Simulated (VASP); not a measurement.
Input of a VASP 6.6.1 run:

POSCAR

```
HgTe
1.0
    0.0000000000      3.3300000000      3.3300000000
    3.3300000000      0.0000000000      3.3300000000
    3.3300000000      3.3300000000      0.0000000000
Hg Te
1 1
Direct
    0.0000000000      0.0000000000      0.0000000000
    0.2500000000      0.2500000000      0.2500000000
```

Contents of INCAR.step1:

```
PREC = Accurate ; ENCUT = 520
EDIFF = 1E-5 ; ISMEAR = -1
SIGMA = 0.02 ; LREAL = False
LASPH = True ; NELM = 60
ALGO = Normal ; ISIF = 2
LWAVE = True ; LCHARG = False
GGA = PE ; NBANDS = 16
```

Contents of INCAR.step2:

```
PREC = Accurate ; ENCUT = 520
EDIFF = 1E-6 ; ISMEAR = -1
SIGMA = 0.02 ; LREAL = False
LASPH = True ; NELM = 60
ALGO = Normal ; ISIF = 2
LWAVE = False ; LCHARG = False
GGA = PE ; LHFCALC = True
HFSCREEN = 0.2079 ; PRECFOCK = Normal
ISTART = 1 ; NBANDS = 16
```

KPOINTS

```
Automatic mesh
0
Gamma
  6 6 6
```

Potentials or basis: VASP PAW PBE potentials, release 64 (Hg, Te).

Run with:

```bash
$ cat potpaw_PBE.64/Hg/POTCAR potpaw_PBE.64/Te/POTCAR > POTCAR
$ cp INCAR.step1 INCAR
$ mpirun -np 1 vasp_std > vasp.out
$ cp INCAR.step2 INCAR
$ mpirun -np 1 vasp_std > vasp.out
```

Task: What does it give for the band gap on the k mesh?

Result: Zero (filled and empty bands touch).

Task: Estimate the pressure.

Result: -1.6 GPa.

Caveat: the PAW data sets were made with another functional, which shifts forces and pressure a little; spin-orbit coupling is left out, which moves the levels of the heavy elements.
